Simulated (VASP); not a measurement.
## Zr: single point with PBEsol

Zr:

```xyz
4
Lattice="5.0658 0.0000 0.0000 -2.5329 4.3871 0.0000 0.0000 0.0000 5.4178" Properties=species:S:1:pos:R:3 pbc="T T T"
Zr    2.5329    1.4624    0.0000
Zr    0.0000    2.9247    2.7089
Zr    2.5329    1.4624    2.7089
Zr    0.0000    2.9247    5.4178
```

```json
{
  "Program": "VASP 6.6.1",
  "Task": "single point",
  "Functional": "PBEsol",
  "Potentials or basis": "VASP PAW PBE potentials, release 64 (Zr_sv)",
  "Cutoff": "520 eV",
  "k mesh": "12 × 12 × 8",
  "Occupations": "gaussian, width 0.1 eV",
  "Spin": "no spin polarisation",
  "Dipole correction": "no",
  "Further INCAR settings": "ALGO = Normal; EDIFF = 1e-07; NBANDS = 32"
}
```

```yaml
Pressure: 0.1 GPa
Band_gap_on_the_k_mesh: zero (band 24 reaches 6.17 eV, above the bottom of band 25 at 5.33 eV)
```

Stress tensor (GPa, compression positive):
```
0.01 0.00 0.00
0.00 0.01 0.00
0.00 0.00 0.16
```

Levels at points of the mesh, in eV from the Fermi level:
```csv
k point,band 20,band 21,band 22,band 23,band 24,band 25,band 26,band 27,band 28,band 29
"(0.00, 0.00, 0.00)",-1.62,-0.91,-0.50,0.06,0.06,0.45,0.45,0.78,0.78,1.87
"(0.50, 0.00, 0.00)",-1.77,-1.52,-0.93,-0.56,-0.28,-0.26,0.33,0.86,0.86,1.62
"(0.00, 0.00, 0.50)",-0.38,-0.38,-0.38,0.59,0.59,0.59,0.59,0.81,0.81,1.94
"(0.50, 0.00, 0.50)",-1.18,-0.65,-0.65,-0.65,-0.65,0.19,0.19,1.12,1.12,1.99
```

Run time: 5.7 min on 1 thread of Intel Xeon 6975P-C (shared host), peak memory 0.42 GiB.

Caveat: the PAW data sets were made with another functional, which shifts forces and pressure a little.
